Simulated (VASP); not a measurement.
# RbBr (F-43m) in VASP: a series of runs

Aim: see how the results for RbBr move with the level of theory and the settings. Levels: r2SCAN, HSE06. Tasks: single point.

All numbers are computed with VASP 6.6.1; they aren't measurements. Logs are shortened: lines on timing, memory, paths and dates and some standing lists are left out, and cuts for length are marked.

## Step 1: The cell of the first run

The structure is cubic, space group F-43m (No. 216). The conventional cell has a = 7.739 Å, b = 7.739 Å, c = 7.739 Å, α = 90.00°, β = 90.00°, γ = 90.00°. Rb (site symmetry -43m) has 4 Br at 3.35 Å within 4.4 Å. Within 4.4 Å of Br (site symmetry -43m) lie 4 Rb at 3.35 Å.

## Step 2: Single point, r2SCAN

The input, POSCAR:

```
RbBr
1.0
    0.0000000000      3.8694967111      3.8694967111
    3.8694967111      0.0000000000      3.8694967111
    3.8694967111      3.8694967111      0.0000000000
Rb Br
1 1
Direct
    0.0000000000      0.0000000000      0.0000000000
    0.2500000000      0.2500000000      0.2500000000
```

The input, INCAR.step1:

```
SYSTEM = RbBr
  ALGO = Normal
  EDIFF = 1E-5
  ENCUT = 550
  GGA = PE
  GGA_COMPAT = .False.
  ISMEAR = 0
  LASPH = .True.
  LCHARG = .False.
  LREAL = .False.
  LWAVE = .True.
  NBANDS = 15
  NELM = 120
  PREC = Accurate
  SIGMA = 0.01
```

The input, INCAR.step2:

```
SYSTEM = RbBr
  ALGO = Normal
  EDIFF = 1E-6
  ENCUT = 550
  GGA_COMPAT = .False.
  ISIF = 2
  ISMEAR = 0
  ISTART = 1
  LASPH = .True.
  LCHARG = .False.
  LMIXTAU = .True.
  LREAL = .False.
  LWAVE = .False.
  METAGGA = R2SCAN
  NBANDS = 15
  NELM = 120
  PREC = Accurate
  SIGMA = 0.01
```

The input, KPOINTS:

```
k-points
0
Gamma
  4 4 4
  0 0 0
```

Potentials or basis: VASP PAW PBE potentials, release 64 (Rb_sv, Br).

On the command line:

```
cat potpaw_PBE.64/Rb_sv/POTCAR potpaw_PBE.64/Br/POTCAR > POTCAR
cp INCAR.step1 INCAR
mpirun -np 1 vasp_std > vasp.out
cp INCAR.step2 INCAR
mpirun -np 1 vasp_std > vasp.out
```

OUTCAR:

```text
SYSTEM = RbBr
   EDIFF = 1E-6
   ENCUT = 550
   ISIF = 2
   ISMEAR = 0
   ISTART = 1
   LASPH = .True.
   LREAL = .False.
   METAGGA = R2SCAN
   NELM = 120
   PREC = Accurate

 ion  position               nearest neighbor table
   1  0.000  0.000  0.000-   2 3.35   2 3.35   2 3.35   2 3.35
   2  0.250  0.250  0.250-   1 3.35   1 3.35   1 3.35   1 3.35

  LATTYP: Found a face centered cubic cell.
 ALAT       =     7.7389934222

  Lattice vectors:

 A1 = (   0.0000000000,   3.8694967111,   3.8694967111)
 A2 = (   3.8694967111,   0.0000000000,   3.8694967111)
 A3 = (   3.8694967111,   3.8694967111,   0.0000000000)

Analysis of symmetry for initial positions (statically):
=====================================================================
 Subroutine PRICEL returns:
 Original cell was already a primitive cell.

 Routine SETGRP: Setting up the symmetry group for a
 face centered cubic supercell.

 Subroutine GETGRP returns: Found 24 space group operations
 (whereof 24 operations were pure point group operations)
 out of a pool of 48 trial point group operations.

The static configuration has the point symmetry T_d .

Analysis of symmetry for dynamics (positions and initial velocities):
=====================================================================
 Subroutine PRICEL returns:
 Original cell was already a primitive cell.

 Routine SETGRP: Setting up the symmetry group for a
 face centered cubic supercell.

 Subroutine GETGRP returns: Found 24 space group operations
 (whereof 24 operations were pure point group operations)
 out of a pool of 48 trial point group operations.

The dynamic configuration has the point symmetry T_d .

 Subroutine INISYM returns: Found 24 space group operations
 (whereof 24 operations are pure point group operations),
 and found     1 'primitive' translations

----------------------------------------------------------------------------------------

                                     Primitive cell

  volume of cell :     115.8760

  direct lattice vectors                    reciprocal lattice vectors
     0.000000000  3.869496711  3.869496711    -0.129215771  0.129215771  0.129215771
     3.869496711  0.000000000  3.869496711     0.129215771 -0.129215771  0.129215771
     3.869496711  3.869496711  0.000000000     0.129215771  0.129215771 -0.129215771

  length of vectors
     5.472294728  5.472294728  5.472294728     0.223808280  0.223808280  0.223808280

  position of ions in fractional coordinates (direct lattice)
     0.000000000  0.000000000  0.000000000
     0.250000000  0.250000000  0.250000000

  ion indices of the primitive-cell ions
   primitive index   ion index
                 1           1
                 2           2

----------------------------------------------------------------------------------------

 KPOINTS: k-points

Automatic generation of k-mesh.
 Grid dimensions read from file:
 generate k-points for:    4    4    4

 Generating k-lattice:

  Cartesian coordinates                     Fractional coordinates (reciprocal lattice)
    -0.032303943  0.032303943  0.032303943     0.250000000  0.000000000  0.000000000
     0.032303943 -0.032303943  0.032303943     0.000000000  0.250000000  0.000000000
     0.032303943  0.032303943 -0.032303943     0.000000000  0.000000000  0.250000000

  Length of vectors
     0.055952070  0.055952070  0.055952070

  Shift w.r.t. Gamma in fractional coordinates (k-lattice)
     0.000000000  0.000000000  0.000000000

 Subroutine IBZKPT returns following result:
 ===========================================

 Found      8 irreducible k-points:

 Following reciprocal coordinates:
            Coordinates               Weight
  0.000000  0.000000  0.000000      1.000000
  0.250000  0.000000  0.000000      8.000000
  0.500000  0.000000  0.000000      4.000000
  0.250000  0.250000  0.000000      6.000000
  0.500000  0.250000  0.000000     24.000000
 -0.250000  0.250000  0.000000     12.000000
  0.500000  0.500000  0.000000      3.000000
 -0.250000  0.500000  0.250000      6.000000
   k-points           NKPTS =      8   k-points in BZ     NKDIM =      8   number of bands    NBANDS=     15
   number of dos      NEDOS =    301   number of ions     NIONS =      2
   total plane-waves  NPLWV =  74088
   dimension x,y,z NGX =    42 NGY =   42 NGZ =   42
   dimension x,y,z NGXF=    84 NGYF=   84 NGZF=   84
   ions per type =               1   1
   NGX,Y,Z   is equivalent  to a cutoff of  12.76, 12.76, 12.76 a.u.
   NGXF,Y,Z  is equivalent  to a cutoff of  25.52, 25.52, 25.52 a.u.
 SYSTEM =  RbBr
   PREC   = accura    normal or accurate (medium, high low for compatibility)
   ISTART =      1    job   : 0-new  1-cont  2-samecut
   ICHARG =      0    charge: 1-file 2-atom 10-const
   ISPIN  =      1    spin polarized calculation?
   LNONCOLLINEAR =      F non collinear calculations
   LSORBIT =      F    spin-orbit coupling
   LASPH  =      T    aspherical Exc in radial PAW
   ENCUT  =  550.0 eV  40.42 Ry    6.36 a.u.  10.46 10.46 10.46*2*pi/ulx,y,z
   NELM   =    120;   NELMIN=  2; NELMDL=  0     # of ELM steps
   EDIFF  = 0.1E-05   stopping-criterion for ELM
   LREAL  =      F    real-space projection
   EDIFFG = 0.1E-04   stopping-criterion for IOM
   NSW    =      0    number of steps for IOM
   IBRION =     -1    ionic relax: 0-MD 1-quasi-New 2-CG
   NFREE  =      0    steps in history (QN), initial steepest desc. (CG)
   ISIF   =      2    stress and relaxation
   ISYM   =      2    0-nonsym 1-usesym 2-fastsym
   POTIM  = 0.5000    time-step for ionic-motion
   TEBEG  =    0.0;   TEEND  =   0.0 temperature during run
   PSTRESS=    0.0 pullay stress
   NELECT =      16.0000    total number of electrons
   NUPDOWN=      -1.0000    fix difference up-down
   EMIN   =  10.00;   EMAX   =-10.00  energy-range for DOS
   EFERMI =   0.00;   METHOD = LEGACY
   ISMEAR =     0;   SIGMA  =   0.01  broadening in eV -4-tet -1-fermi 0-gaus
   EFERMI_NEDOS =   21; number of points for ismear=-14 and -15
   IALGO  =     38    algorithm
   IMIX   =      4    mixing-type and parameters
     AMIX     =   0.40;   BMIX     =  1.00
     AMIX_MAG =   1.60;   BMIX_MAG =  1.00
  volume/ion in A,a.u.               =      57.94       390.98
  Fermi-wavevector in a.u.,A,eV,Ry     =   0.846156  1.599003  9.741495  0.715980
  Thomas-Fermi vector in A             =   1.961458
   LORBIT       =      0    0 simple, 1 ext, 2 COOP (PROOUT), +10 PAW based schemes
   METAGGA = R2SCAN    functional components
   LHFCALC =     F    Hartree Fock is set to
   AEXX    =    0.0000 exact exchange contribution
   IVDW    =     0    specifies the selected vdW correction
   LEPSILON=     F    determine dielectric tensor
   LRPA    =     F    only Hartree local field effects (RPA)
 non-spin polarized calculation
 Gauss-broadening in eV      SIGMA  =   0.01
  energy-cutoff  :      550.00
  volume of cell :      115.88
 maximum number of plane-waves:      3479
 NGX is ok and might be reduce to    42
   NGX = 21   NGY = 21   NGZ = 21

 number of electron      15.9999998 magnetization

 Free energy of the ion-electron system (eV)
  ---------------------------------------------------
  ext. energy  EPLUGINS =         0.00000000
  ---------------------------------------------------
  free energy    TOTEN  =       -30.87910196 eV

  energy without entropy =      -30.87910196  energy(sigma->0) =      -30.87910196

 E-fermi :  -3.3927     XC(G=0):  -5.9517

 val. band max:       -3.4436931516   @ k =   0.5000   0.5000   0.0000
 cond. band min:       1.2056595119   @ k =   0.0000   0.0000   0.0000
 fundamental gap:      4.6493526635
 Fermi energy:        -3.3927059337

 k-point     1 :       0.0000    0.0000    0.0000
  band No.  band energies     occupation
      1     -28.8083      2.00000
      2     -15.7465      2.00000
      3     -12.3649      2.00000
      4     -12.3649      2.00000
      5     -12.3649      2.00000
      6      -3.5289      2.00000
      7      -3.5289      2.00000
      8      -3.5289      2.00000
      9       1.2057      0.00000
     10       5.4438      0.00000
     11       5.4438      0.00000
     12       6.3965      0.00000
     13       6.3965      0.00000
     14       6.3965      0.00000
     15       7.5083      0.00000

 k-point     2 :       0.2500    0.0000    0.0000
  band No.  band energies     occupation
      1     -28.8071      2.00000
      2     -15.7691      2.00000
      3     -12.3711      2.00000
      4     -12.3711      2.00000
      5     -12.3397      2.00000
      6      -3.6448      2.00000
      7      -3.5061      2.00000
      8      -3.5061      2.00000
      9       2.0083      0.00000
     10       5.0440      0.00000
     11       5.0440      0.00000
     12       5.3649      0.00000
     13       6.4015      0.00000
     14       6.9770      0.00000
     15       6.9770      0.00000

 k-point     3 :       0.5000    0.0000    0.0000
  band No.  band energies     occupation
      1     -28.8060      2.00000
      2     -15.7912      2.00000
      3     -12.3773      2.00000
      4     -12.3773      2.00000
      5     -12.3160      2.00000
      6      -3.7243      2.00000
      7      -3.4842      2.00000
      8      -3.4842      2.00000
      9       3.5012      0.00000
     10       3.5166      0.00000
     11       5.0303      0.00000
     12       5.0303      0.00000
     13       6.5412      0.00000
     14       6.5412      0.00000
     15       7.1651      0.00000
[... 55 lines left out ...]
 k-point     7 :       0.5000    0.5000    0.0000
  band No.  band energies     occupation
      1     -28.8052      2.00000
      2     -15.8055      2.00000
      3     -12.3947      2.00000
      4     -12.3947      2.00000
      5     -12.2724      2.00000
      6      -3.8159      2.00000
      7      -3.4437      2.00000
      8      -3.4437      2.00000
      9       2.9515      0.00000
     10       3.8454      0.00000
     11       5.9349      0.00000
     12       6.3527      0.00000
     13       6.3651      0.00000
     14       6.3651      0.00000
     15       6.8822      0.00000

 k-point     8 :      -0.2500    0.5000    0.2500
  band No.  band energies     occupation
      1     -28.8052      2.00000
      2     -15.8053      2.00000
      3     -12.4057      2.00000
      4     -12.3951      2.00000
      5     -12.2617      2.00000
      6      -3.6797      2.00000
      7      -3.5843      2.00000
      8      -3.4449      2.00000
      9       3.0962      0.00000
     10       3.8403      0.00000
     11       5.7625      0.00000
     12       5.8262      0.00000
     13       6.1015      0.00000
     14       6.4341      0.00000
     15       7.4116      0.00000

------------------------ aborting loop because EDIFF is reached ----------------------------------------

  FORCE on cell =-STRESS in cart. coord.  units (eV):
  Direction    XX          YY          ZZ          XY          YZ          ZX
  --------------------------------------------------------------------------------------
  -------------------------------------------------------------------------------------
  Total        0.0080686      0.0080686      0.0080686     -0.0000000      0.0000000     -0.0000000
  in kB        0.1115621      0.1115621      0.1115621     -0.0000000      0.0000000     -0.0000000
  external PRESSURE =       0.1115621 kB  Pullay stress =       0.0000000 kB

 VOLUME and BASIS-vectors are now :
 -----------------------------------------------------------------------------
  energy-cutoff  :      550.00
  volume of cell :      115.88
      direct lattice vectors                 reciprocal lattice vectors
     0.000000000  3.869496711  3.869496711    -0.129215771  0.129215771  0.129215771
     3.869496711  0.000000000  3.869496711     0.129215771 -0.129215771  0.129215771
     3.869496711  3.869496711  0.000000000     0.129215771  0.129215771 -0.129215771

 POSITION                                       TOTAL-FORCE (eV/Angst)
 -----------------------------------------------------------------------------------
      0.00000      0.00000      0.00000         0.000000      0.000000      0.000000
      1.93475      1.93475      1.93475        -0.000000     -0.000000     -0.000000
 -----------------------------------------------------------------------------------
    total drift:                               -0.000000     -0.000000     -0.000000

  FREE ENERGIE OF THE ION-ELECTRON SYSTEM (eV)
  ---------------------------------------------------
  free  energy   TOTEN  =       -30.8791019608 eV

  energy  without entropy=      -30.8791019608  energy(sigma->0) =      -30.87910196
```

It took 87 s on 1 thread of Intel Xeon Platinum 8488C (Sapphire Rapids), shared host; peak memory 0.28 GiB.

What came out:

| Property | Result |
| --- | --- |
| Free energy | -30.8791 eV |
| Pressure | 0.0 GPa |
| Band gap on the k mesh | 4.65 eV (least direct gap 4.73 eV) |

Levels at points of the mesh, in eV from the valence-band top:
```tsv
k point	band 6	band 7	band 8	band 9	band 10	band 11
(0.00, 0.00, 0.00)	-0.09	-0.09	-0.09	4.65	8.89	8.89
(0.50, 0.00, 0.00)	-0.28	-0.04	-0.04	6.94	6.96	8.47
(0.50, 0.50, 0.00)	-0.37	0.00	0.00	6.40	7.29	9.38
```

Caveat: the PAW data sets were made with another functional, which shifts forces and pressure a little. A k mesh can miss the band edges.

[end of part 1 of 2]
